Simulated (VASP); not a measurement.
A run of VASP 6.6.1 is set up as follows.

File INCAR:

```
SYSTEM = Hf
ALGO = Normal
EDIFF = 1E-6
ENCUT = 520
GGA = PE
ISIF = 2
ISMEAR = 0
IVDW = 12
LASPH = .True.
LCHARG = .False.
LREAL = .False.
LWAVE = .False.
NBANDS = 11
NELM = 100
PREC = Accurate
SIGMA = 0.1
```

KPOINTS

```
k-points
0
Gamma
  16 16 16
  0 0 0
```

POSCAR

```
Hf
1.0
   -1.7523573172      1.7523573172      1.7523573172
    1.7523573172     -1.7523573172      1.7523573172
    1.7523573172      1.7523573172     -1.7523573172
Hf
1
Direct
    0.0000000000      0.0000000000      0.0000000000
```

Potentials or basis: VASP PAW PBE potentials, release 64 (Hf_pv).

Command:

```console
$ cat potpaw_PBE.64/Hf_pv/POTCAR > POTCAR
$ mpirun -np 1 vasp_std > vasp.out
```

**Question.** What does it give for the band gap on the k mesh?

**Answer.** Zero (band 5 reaches 6.40 eV, above the bottom of band 6 at 4.07 eV).

**Question.** Predict the pressure.

**Answer.** -0.3 GPa.

**Question.** Estimate the dispersion energy per atom.

**Answer.** -0.469 eV.

Caveat: spin-orbit coupling is left out, which moves the levels of the heavy elements; pairwise dispersion overbinds metals, which lowers pressure and volume.
